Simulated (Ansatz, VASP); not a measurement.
## One calculation of TaN, two programs

```
Ta N
1.0
     4.78868    0.00000    0.00000
    -2.39434    4.14712    0.00000
     0.00000    0.00000    2.78744
Ta N
3 3
Direct
  0.00000 0.00000 0.00000
  0.33333 0.66667 0.50000
  0.66667 0.33333 0.50000
  0.50000 0.00000 0.00000
  0.50000 0.50000 0.00000
  0.00000 0.50000 0.00000
```

Change from the starting cell: strain -0.080 along x and y, -0.040 along z, atoms carried along.

Alike in both runs: task single point; functional PBEsol; k mesh 12 × 12 × 16; occupations gaussian, width 0.15 eV; no spin polarisation.

|  | VASP | Ansatz |
| --- | --- | --- |
| version | VASP 6.6.1 | Ansatz 0.2.0 |
| potentials or method | VASP PAW PBE potentials, release 64 (Ta_pv, N), cutoff 520 eV | scalar-relativistic, plane waves, PAW |
| valence electrons in the cell | 48 | 54 |

```csv
,VASP,Ansatz,Ansatz less VASP
gap on the k mesh at the Fermi level (eV),none,none,-
pressure (GPa),100.4,97.4,-2.99
"traceless stress, the component that is largest in VASP (GPa)",9.55,8.87,-0.687
```

VASP's potentials were made for PBE, not for PBEsol. A gap of «none» marks a metal or a gap that the smearing closes. Both programs put the cell under a high pressure, so it lies far from rest at this level. VASP's potentials hold 48 valence electrons a cell and Ansatz's 54, so a difference there can come from the potentials and not from the codes.

Neither program's run includes spin-orbit coupling. Noted on VASP's run: the cell as given lies far from equilibrium.
